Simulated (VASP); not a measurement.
Crystal: Y.

```
Y
1.0
     0.00000    3.50000    3.50000
     3.50000    0.00000    3.50000
     3.50000    3.50000    0.00000
Y
2
Direct
  0.00000 0.00000 0.00000
  0.25000 0.25000 0.25000
```

| Quantity | Value |
| --- | --- |
| Program | VASP 6.6.1 |
| Task | relaxation of cell and atoms |
| Functional | LDA |
| Potentials or basis | VASP PAW LDA potentials, release 64 (Y_sv) |
| Cutoff | 600 eV |
| k mesh | 5 × 5 × 5 |
| Occupations | methfessel-paxton, width 0.1 eV |
| Spin | no spin polarisation |

At the start: pressure -2.5 GPa; volume 42.88 Å³/atom.

How do energy, volume and symmetry change on relaxing?

Over 4 steps the energy falls by 66.3 meV/atom and the volume is 35.86 Å³/atom (-16.4 %); space group Fd-3m (No. 227, to 0.05 Å).

Step by step:
| step | energy change (eV) | largest force (eV/Å) | pressure (GPa) | volume (Å³) |
| --- | --- | --- | --- | --- |
| 1 | 0.0000 | 0.0000 | -2.48 | 85.75 |
| 2 | -0.0887 | 0.0000 | -1.58 | 77.79 |
| 3 | -0.1149 | 0.0000 | 1.24 | 67.74 |
| 4 | -0.1325 | 0.0000 | -0.08 | 71.72 |

Final structure:
```
Y
1.0
     0.00000    3.29761    3.29761
     3.29761    0.00000    3.29761
     3.29761    3.29761    0.00000
Y
2
Direct
  0.00000 0.00000 0.00000
  0.25000 0.25000 0.25000
```

Caveat: the volume moved by over 15 % at a fixed basis, so the end points are rough.
